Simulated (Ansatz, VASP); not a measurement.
# Two plane-wave programs on AlAs

File INCAR:

```
ALGO     = Normal         # electronic algorithm
EDIFF    = 1E-6           # SCF threshold, eV
ENCUT    = 500            # plane-wave cutoff, eV
GGA      = PS             # functional
GGA_COMPAT= False        
ISIF     = 2              # what is computed and relaxed
ISMEAR   = 0              # smearing method
LASPH    = True           # aspherical terms in the spheres
LCHARG   = False          # write CHGCAR
LREAL    = False          # projectors in reciprocal space
LWAVE    = False          # write WAVECAR
NBANDS   = 11             # bands
NELM     = 120            # most SCF steps
PREC     = Accurate       # precision mode
SIGMA    = 0.01           # smearing width, eV
```

The input KPOINTS:

```
k-points
0
Gamma
  6 6 6
```

File POSCAR:

```
AlAs
1.0
    0.0000000000      2.8304000000      2.8304000000
    2.8304000000      0.0000000000      2.8304000000
    2.8304000000      2.8304000000      0.0000000000
Al As
1 1
Direct
    0.0000000000      0.0000000000      0.0000000000
    0.2500000000      0.2500000000      0.2500000000
```

Input for Ansatz:

```yaml
crystal:
  lattice:
    - [0.0, 2.8304, 2.8304]
    - [2.8304, 0.0, 2.8304]
    - [2.8304, 2.8304, 0.0]
  atoms:
    - { symbol: Al, position: [0.0, 0.0, 0.0] }
    - { symbol: As, position: [0.25, 0.25, 0.25] }
basis:
  ecutwfc: 639.467576780718
kpoints:
  mp_grid:
    grid: [6, 6, 6]
hamiltonian:
  xc: pbesol
scf:
  n_extra_bands: 12
  convergence:
    dr2_threshold: 1.0e-06
  occupations:
    method: fixed
output:
  stress: true
```

Alike in both runs: task single point; functional PBEsol; k mesh 6 × 6 × 6; no spin polarisation.

|  | VASP | Ansatz |
| --- | --- | --- |
| version | VASP 6.6.1 | Ansatz 0.2.0 |
| potentials or method | VASP PAW PBE potentials, release 64 (Al, As), cutoff 500 eV | plane waves, PAW |
| occupations | gaussian, width 0.01 eV | fixed |
| valence electrons in the cell | 8 | 18 |

VASP gave:

- pressure (GPa): 0.8

Problem. What did Ansatz give for the same quantities?

Solution. Pressure (GPa): 0.6.

VASP's potentials were made for PBE, not for PBEsol. VASP's potentials hold 8 valence electrons a cell and Ansatz's 18, so a difference there can come from the potentials and not from the codes. Ansatz's warnings: stress scf threshold loose.
